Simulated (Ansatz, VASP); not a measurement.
# Two plane-wave programs on Pt

```
Pt
1.0
     2.70796    0.00000    0.00000
    -1.35398    2.34516    0.00000
     0.00000    0.00000    4.67816
Pt
2
Direct
  0.72444 0.43533 0.75961
  0.27556 0.56467 0.24039
```

Change from the starting cell: all atoms moved at random, sigma 0.25 Å a component.

Alike in both runs: task single point; functional LDA; k mesh 12 × 12 × 8; occupations gaussian, width 0.15 eV; no spin polarisation.

|  | VASP | Ansatz |
| --- | --- | --- |
| version | VASP 6.6.1 | Ansatz 0.2.0 |
| potentials or method | VASP PAW LDA potentials, release 64 (Pt), cutoff 520 eV | scalar-relativistic, plane waves, PAW |
| valence electrons in the cell | 20 | 36 |

|  | VASP | Ansatz | Ansatz less VASP |
| --- | --- | --- | --- |
| gap on the k mesh at the Fermi level (eV) | none | none | - |
| pressure (GPa) | 2.7 | 2.2 | -0.57 |
| traceless stress, the component that is largest in VASP (GPa) | 1.99 | 2.24 | +0.251 |
| rms of the force components (eV/Å) | 0.731 | 0.729 | -0.0021 |

LDA's correlation is that of Perdew and Zunger in VASP and of Perdew and Wang (1992) in Ansatz. Atom by atom the forces differ by 0.006 eV/Å (rms over components). A gap of «none» marks a metal or a gap that the smearing closes. VASP's potentials hold 20 valence electrons a cell and Ansatz's 36, so a difference there can come from the potentials and not from the codes.

Spin-orbit coupling is off throughout.
